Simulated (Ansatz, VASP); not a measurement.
## MgF2 in VASP and in Ansatz

POSCAR

```
MgF2
1.0
    4.5276629246      0.0000000000      0.0000000000
    0.0000000000      4.5276629246      0.0000000000
    0.0000000000      0.0000000000      2.9839285535
Mg F
2 4
Direct
    0.0000000000      0.0000000000      0.0000000000
    0.5000000000      0.5000000000      0.5000000000
    0.3029506050      0.3029506050      0.0000000000
    0.1970493950      0.8029506050      0.5000000000
    0.6970493950      0.6970493950      0.0000000000
    0.8029506050      0.1970493950      0.5000000000
```

Contents of INCAR.step1:

```
  PREC = Accurate
  ENCUT = 660
  ISMEAR = 0
  SIGMA = 0.01
  LREAL = F
  LASPH = T
  NELM = 120
  NBANDS = 25
  GGA = PE
  ALGO = Normal
  EDIFF = 1E-5
  LWAVE = T
  LCHARG = F
  GGA_COMPAT = F
```

File INCAR.step2:

```
  PREC = Accurate
  ENCUT = 660
  EDIFF = 1E-6
  ISMEAR = 0
  SIGMA = 0.01
  LREAL = F
  LASPH = T
  NELM = 120
  ALGO = Normal
  ISIF = 2
  LWAVE = F
  LCHARG = F
  METAGGA = R2SCAN
  LMIXTAU = T
  NBANDS = 25
  ISTART = 1
  GGA_COMPAT = F
```

Contents of KPOINTS:

```
regular mesh
0
Gamma
  4 4 8
```

Input for Ansatz:

```yaml
crystal:
  lattice:
    - [4.5276629246, 0.0, 0.0]
    - [0.0, 4.5276629246, 0.0]
    - [0.0, 0.0, 2.9839285535]
  atoms:
    - { symbol: Mg, position: [0.0, 0.0, 0.0] }
    - { symbol: Mg, position: [0.5, 0.5, 0.5] }
    - { symbol: F, position: [0.302950605, 0.302950605, 0.0] }
    - { symbol: F, position: [0.197049395, 0.802950605, 0.5] }
    - { symbol: F, position: [0.697049395, 0.697049395, 0.0] }
    - { symbol: F, position: [0.802950605, 0.197049395, 0.5] }
kpoints:
  mp_grid: { grid: [4, 4, 8] }
hamiltonian:
  xc: r2scan
scf:
  occupations: { method: fixed }
  n_extra_bands: 5
output:
  forces: true
  stress: true
  eigenvalues: true
```

Alike in both runs: task single point; functional r2SCAN; k mesh 4 × 4 × 8; no spin polarisation.

|  | VASP | Ansatz |
| --- | --- | --- |
| version | VASP 6.6.1 | Ansatz 0.2.0 |
| potentials or method | VASP PAW PBE potentials, release 64 (Mg, F) | plane waves, PAW |
| plane-wave cutoff (eV) | 660 | 500 |
| occupations | gaussian, width 0.01 eV | fixed |
| valence electrons in the cell | 32 | 48 |

```csv
,VASP,Ansatz,Ansatz less VASP
gap on the k mesh at the Fermi level (eV),8.49,8.53,+0.035
pressure (GPa),6.1,7.6,+1.50
"traceless stress, the component that is largest in VASP (GPa)",0.62,0.70,+0.083
rms of the force components (eV/Å),0.045,0.049,+0.0043
```

VASP's potentials were made for PBE, not for r2SCAN. Atom by atom the forces differ by 0.004 eV/Å (rms over components). VASP's potentials hold 32 valence electrons a cell and Ansatz's 48, so a difference there can come from the potentials and not from the codes.
